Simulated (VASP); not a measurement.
Input of a VASP 6.6.1 run:

Contents of INCAR:

```
ALGO     = Normal         # electronic algorithm
EDIFF    = 1E-6           # SCF threshold, eV
ENCUT    = 520            # plane-wave cutoff, eV
GGA      = PE             # functional
ISIF     = 2              # what is computed and relaxed
ISMEAR   = -1             # smearing method
LASPH    = T              # aspherical terms in the spheres
LCHARG   = F              # write CHGCAR
LREAL    = F              # projectors in reciprocal space
LWAVE    = F              # write WAVECAR
NBANDS   = 20             # bands
NELM     = 80             # most SCF steps
PREC     = Accurate       # precision mode
SIGMA    = 0.06122561905347299 # smearing width, eV
```

Contents of KPOINTS:

```
k-points
0
Gamma
  14 14 14
```

File POSCAR:

```
Ba2O
1.0
    0.0000000000      3.3942408818      3.3942408818
    3.3942408818      0.0000000000      3.3942408818
    3.3942408818      3.3942408818      0.0000000000
Ba O
2 1
Direct
    0.2500000000      0.2500000000      0.2500000000
    0.7500000000      0.7500000000      0.7500000000
    0.0000000000      0.0000000000      0.0000000000
```

Potentials or basis: VASP PAW PBE potentials, release 64 (Ba_sv, O).

Command:

```bash
$ cat potpaw_PBE.64/Ba_sv/POTCAR potpaw_PBE.64/O/POTCAR > POTCAR
$ mpirun -np 1 vasp_std > vasp.out
```

What does it give for the band gap on the k mesh?

Zero (bands 13 and 14 overlap by 0.62 eV).

What does it give for the pressure?

2.4 GPa.

Caveat: spin-orbit coupling is left out, which moves the levels of the heavy elements.
